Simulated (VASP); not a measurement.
# Cr (I4/mmm) in VASP: notebook

Runs on Cr. Level: PBE. Tasks: single point.

Everything below comes from runs of VASP 6.6.1. Logs are shortened: lines on timing, memory, paths and dates and some standing lists are left out, and cuts for length are marked.

## (1) The cell of the first run

Symmetry: I4/mmm, No. 139, tetragonal system. Conventional cell: a = 2.653 Å, b = 2.653 Å, c = 3.115 Å, α = 90.00°, β = 90.00°, γ = 90.00°. Within 3.2 Å of Cr (site symmetry 4/mmm) lie 14 Cr at 2.44 to 3.11 Å.

## (2) Single point, PBE (strain -0.080 along x and y, +0.080 along z)

INCAR reads:

```
  ALGO = Fast
  EDIFF = 1E-6
  ENCUT = 520
  GGA = PE
  ISIF = 2
  ISMEAR = 0
  LASPH = T
  LCHARG = F
  LREAL = F
  LWAVE = F
  NBANDS = 12
  NELM = 100
  PREC = Accurate
  SIGMA = 0.15
```

KPOINTS reads:

```
k-points
0
Gamma
  24 24 24
```

POSCAR reads:

```
Cr
1.0
   -1.3265940000      1.3265940000      1.5573060000
    1.3265940000     -1.3265940000      1.5573060000
    1.3265940000      1.3265940000     -1.5573060000
Cr
1
Direct
    0.0000000000      0.0000000000      0.0000000000
```

Potentials or basis: VASP PAW PBE potentials, release 64 (Cr_pv).

Started as:

```bash
$ cat potpaw_PBE.64/Cr_pv/POTCAR > POTCAR
$ mpirun -np 1 vasp_std > vasp.out
```

OUTCAR:

```text
EDIFF = 1E-6
   ENCUT = 520
   GGA = PE
   ISIF = 2
   ISMEAR = 0
   LASPH = T
   LREAL = F
   NELM = 100
   PREC = Accurate

 ion  position               nearest neighbor table
   1  0.000  0.000  0.000-

  LATTYP: Found a body centered tetragonal cell.
 ALAT       =     2.6531880000
 C/A-ratio  =     1.1739130435

  Lattice vectors:

 A1 = (  -1.3265940000,   1.3265940000,   1.5573060000)
 A2 = (   1.3265940000,  -1.3265940000,   1.5573060000)
 A3 = (   1.3265940000,   1.3265940000,  -1.5573060000)

Analysis of symmetry for initial positions (statically):
=====================================================================
 Subroutine PRICEL returns:
 Original cell was already a primitive cell.

 Routine SETGRP: Setting up the symmetry group for a
 body centered tetragonal supercell.

 Subroutine GETGRP returns: Found 16 space group operations
 (whereof 16 operations were pure point group operations)
 out of a pool of 16 trial point group operations.

The static configuration has the point symmetry D_4h.

Analysis of symmetry for dynamics (positions and initial velocities):
=====================================================================
 Subroutine PRICEL returns:
 Original cell was already a primitive cell.

 Routine SETGRP: Setting up the symmetry group for a
 body centered tetragonal supercell.

 Subroutine GETGRP returns: Found 16 space group operations
 (whereof 16 operations were pure point group operations)
 out of a pool of 16 trial point group operations.

The dynamic configuration has the point symmetry D_4h.

 Subroutine INISYM returns: Found 16 space group operations
 (whereof 16 operations are pure point group operations),
 and found     1 'primitive' translations

----------------------------------------------------------------------------------------

                                     Primitive cell

  volume of cell :      10.9625

  direct lattice vectors                    reciprocal lattice vectors
    -1.326594000  1.326594000  1.557306000     0.000000000  0.376905067  0.321067279
     1.326594000 -1.326594000  1.557306000     0.376905067  0.000000000  0.321067279
     1.326594000  1.326594000 -1.557306000     0.376905067  0.376905067  0.000000000

  length of vectors
     2.438217640  2.438217640  2.438217640     0.495117791  0.495117791  0.533024257

  position of ions in fractional coordinates (direct lattice)
     0.000000000  0.000000000  0.000000000

  ion indices of the primitive-cell ions
   primitive index   ion index
                 1           1

----------------------------------------------------------------------------------------

 KPOINTS: k-points

Automatic generation of k-mesh.
 Grid dimensions read from file:
 generate k-points for:   24   24   24

 Generating k-lattice:

  Cartesian coordinates                     Fractional coordinates (reciprocal lattice)
     0.000000000  0.015704378  0.013377803     0.041666667  0.000000000 -0.000000000
     0.015704378  0.000000000  0.013377803     0.000000000  0.041666667 -0.000000000
     0.015704378  0.015704378  0.000000000     0.000000000  0.000000000  0.041666667

  Length of vectors
     0.020629908  0.020629908  0.022209344

  Shift w.r.t. Gamma in fractional coordinates (k-lattice)
     0.000000000  0.000000000  0.000000000

 Subroutine IBZKPT returns following result:
 ===========================================

 Found   1063 irreducible k-points:

 Following reciprocal coordinates:
            Coordinates               Weight
  0.000000  0.000000  0.000000      1.000000
  0.041667  0.000000  0.000000      8.000000
  0.083333 -0.000000  0.000000      8.000000
  0.125000  0.000000 -0.000000      8.000000
  0.166667 -0.000000  0.000000      8.000000
  0.208333  0.000000 -0.000000      8.000000
[... 16 lines left out ...]
  0.416667  0.041667  0.000000     16.000000
  0.458333  0.041667 -0.000000     16.000000
 [... further k-points ...]
   k-points           NKPTS =   1063   k-points in BZ     NKDIM =   1063   number of bands    NBANDS=     12
   number of dos      NEDOS =    301   number of ions     NIONS =      1
   total plane-waves  NPLWV =   5832
   dimension x,y,z NGX =    18 NGY =   18 NGZ =   18
   dimension x,y,z NGXF=    36 NGYF=   36 NGZF=   36
   ions per type =               1
   NGX,Y,Z   is equivalent  to a cutoff of  12.27, 12.27, 12.27 a.u.
   NGXF,Y,Z  is equivalent  to a cutoff of  24.55, 24.55, 24.55 a.u.
 SYSTEM =  unknown system
   PREC   = accura    normal or accurate (medium, high low for compatibility)
   ISTART =      0    job   : 0-new  1-cont  2-samecut
   ICHARG =      2    charge: 1-file 2-atom 10-const
   ISPIN  =      1    spin polarized calculation?
   LNONCOLLINEAR =      F non collinear calculations
   LSORBIT =      F    spin-orbit coupling
   LASPH  =      T    aspherical Exc in radial PAW
   ENCUT  =  520.0 eV  38.22 Ry    6.18 a.u.   4.53  4.53  4.53*2*pi/ulx,y,z
   NELM   =    100;   NELMIN=  2; NELMDL= -5     # of ELM steps
   EDIFF  = 0.1E-05   stopping-criterion for ELM
   LREAL  =      F    real-space projection
   EDIFFG = 0.1E-04   stopping-criterion for IOM
   NSW    =      0    number of steps for IOM
   IBRION =     -1    ionic relax: 0-MD 1-quasi-New 2-CG
   NFREE  =      0    steps in history (QN), initial steepest desc. (CG)
   ISIF   =      2    stress and relaxation
   ISYM   =      2    0-nonsym 1-usesym 2-fastsym
   POTIM  = 0.5000    time-step for ionic-motion
   TEBEG  =    0.0;   TEEND  =   0.0 temperature during run
   PSTRESS=    0.0 pullay stress
   NELECT =      12.0000    total number of electrons
   NUPDOWN=      -1.0000    fix difference up-down
   EMIN   =  10.00;   EMAX   =-10.00  energy-range for DOS
   EFERMI =   0.00;   METHOD = LEGACY
   ISMEAR =     0;   SIGMA  =   0.15  broadening in eV -4-tet -1-fermi 0-gaus
   EFERMI_NEDOS =   21; number of points for ismear=-14 and -15
   IALGO  =     68    algorithm
   IMIX   =      4    mixing-type and parameters
     AMIX     =   0.40;   BMIX     =  1.00
     AMIX_MAG =   1.60;   BMIX_MAG =  1.00
  volume/ion in A,a.u.               =      10.96        73.98
  Fermi-wavevector in a.u.,A,eV,Ry     =   1.687195  3.188336 38.730705  2.846627
  Thomas-Fermi vector in A             =   2.769724
   LORBIT       =      0    0 simple, 1 ext, 2 COOP (PROOUT), +10 PAW based schemes
   GGA     = PE    functional components
   LHFCALC =     F    Hartree Fock is set to
   AEXX    =    0.0000 exact exchange contribution
   IVDW    =     0    specifies the selected vdW correction
   LEPSILON=     F    determine dielectric tensor
   LRPA    =     F    only Hartree local field effects (RPA)
 non-spin polarized calculation
 RMM-DIIS sequential band-by-band and
 Gauss-broadening in eV      SIGMA  =   0.15
  energy-cutoff  :      520.00
  volume of cell :       10.96
 maximum number of plane-waves:       309
   NGX =  9   NGY =  9   NGZ =  9

 number of electron      11.9999997 magnetization

 Free energy of the ion-electron system (eV)
  ---------------------------------------------------
  ext. energy  EPLUGINS =         0.00000000
  ---------------------------------------------------
  free energy    TOTEN  =        -9.30350956 eV

  energy without entropy =       -9.29143247  energy(sigma->0) =       -9.29747102

 E-fermi :  11.7398     XC(G=0): -13.9744

 val. band max:       11.7370363143   @ k =  -0.0417   0.0417   0.0000
 cond. band min:      11.7404069559   @ k =  -0.0417   0.1250   0.0417
 fundamental gap:      0.0033706416
 Fermi energy:        11.7398447331

 k-point     1 :       0.0000    0.0000    0.0000
  band No.  band energies     occupation
      1     -30.8671      2.00000
      2     -30.8600      2.00000
      3     -30.8600      2.00000
      4       3.7026      2.00000
      5      10.5627      2.00000
      6      10.5627      2.00000
      7      11.7595      0.85291
      8      12.1016      0.00065
      9      13.3938      0.00000
     10      18.9395      0.00000
     11      32.5271      0.00000
     12      35.8694      0.00000

 k-point     2 :       0.0417    0.0000    0.0000
  band No.  band energies     occupation
      1     -30.8833      2.00000
      2     -30.8646      2.00000
      3     -30.8637      2.00000
      4       3.7798      2.00000
      5      10.5588      2.00000
      6      10.5848      2.00000
      7      11.7594      0.85354
      8      12.0872      0.00106
      9      13.3734      0.00000
     10      18.9395      0.00000
     11      32.5437      0.00000
     12      35.6361      0.00000

 k-point     3 :       0.0833   -0.0000    0.0000
  band No.  band energies     occupation
      1     -30.9399      2.00000
      2     -30.8779      2.00000
      3     -30.8652      2.00000
      4       4.0078      2.00000
      5      10.5409      2.00000
      6      10.6361      2.00000
      7      11.7751      0.73971
      8      12.0532      0.00314
      9      13.3181      0.00000
     10      18.9395      0.00000
     11      32.5411      0.00000
     12      34.9811      0.00000
[... 286 lines left out ...]
 k-point    23 :       0.4167    0.0417    0.0000
  band No.  band energies     occupation
      1     -31.9065      2.00000
      2     -31.1210      2.00000
      3     -30.8892      2.00000
      4       7.1890      2.00000
      5       9.8387      2.00000
      6      11.9242      0.08213
      7      11.9916      0.01760
      8      13.6578      0.00000
      9      14.6399      0.00000
     10      18.9352      0.00000
     11      22.6535      0.00000
     12      30.1867      0.00000

 k-point    24 :       0.4583    0.0417   -0.0000
  band No.  band energies     occupation
      1     -31.9434      2.00000
      2     -31.1295      2.00000
      3     -30.8916      2.00000
      4       7.1912      2.00000
      5       9.7913      2.00000
      6      11.9221      0.08573
      7      12.3348      0.00000
      8      13.7610      0.00000
      9      14.8057      0.00000
     10      18.9339      0.00000
     11      22.0258      0.00000
     12      30.0224      0.00000

 [... further k-points ...]

------------------------ aborting loop because EDIFF is reached ----------------------------------------

  FORCE on cell =-STRESS in cart. coord.  units (eV):
  Direction    XX          YY          ZZ          XY          YZ          ZX
  --------------------------------------------------------------------------------------
  -------------------------------------------------------------------------------------
  Total        2.2439568      2.2439568     -0.6438276      0.0000000     -0.0000000     -0.0000000
  in kB      327.9556060    327.9556060    -94.0957864      0.0000000     -0.0000000     -0.0000000
  external PRESSURE =     187.2718085 kB  Pullay stress =       0.0000000 kB

 VOLUME and BASIS-vectors are now :
 -----------------------------------------------------------------------------
  energy-cutoff  :      520.00
  volume of cell :       10.96
      direct lattice vectors                 reciprocal lattice vectors
    -1.326594000  1.326594000  1.557306000     0.000000000  0.376905067  0.321067279
     1.326594000 -1.326594000  1.557306000     0.376905067  0.000000000  0.321067279
     1.326594000  1.326594000 -1.557306000     0.376905067  0.376905067  0.000000000

 POSITION                                       TOTAL-FORCE (eV/Angst)
 -----------------------------------------------------------------------------------
      0.00000      0.00000      0.00000         0.000000     -0.000000      0.000000
 -----------------------------------------------------------------------------------
    total drift:                                0.000000      0.000000      0.000000

  FREE ENERGIE OF THE ION-ELECTRON SYSTEM (eV)
  ---------------------------------------------------
  free  energy   TOTEN  =        -9.3035095567 eV

  energy  without entropy=       -9.2914324737  energy(sigma->0) =       -9.29747102
```

Run time: 44 s. Hardware: 1 thread of Intel Xeon 6975P-C (Granite Rapids), shared host; peak memory 0.24 GiB.

What came out:

- Free energy: -9.3035 eV
- Pressure: 18.7 GPa
- Band gap on the k mesh: zero (band 6 reaches 14.22 eV, above the bottom of band 7 at 11.04 eV)

Caveat: the cell differs from its parent crystal (strain -0.080 along x and y, +0.080 along z); the run has no spin polarisation, though such a crystal can be magnetic. Spin polarisation is off, so any magnetic state and its effect on volume and gap are missing.

[end of part 1 of 3]
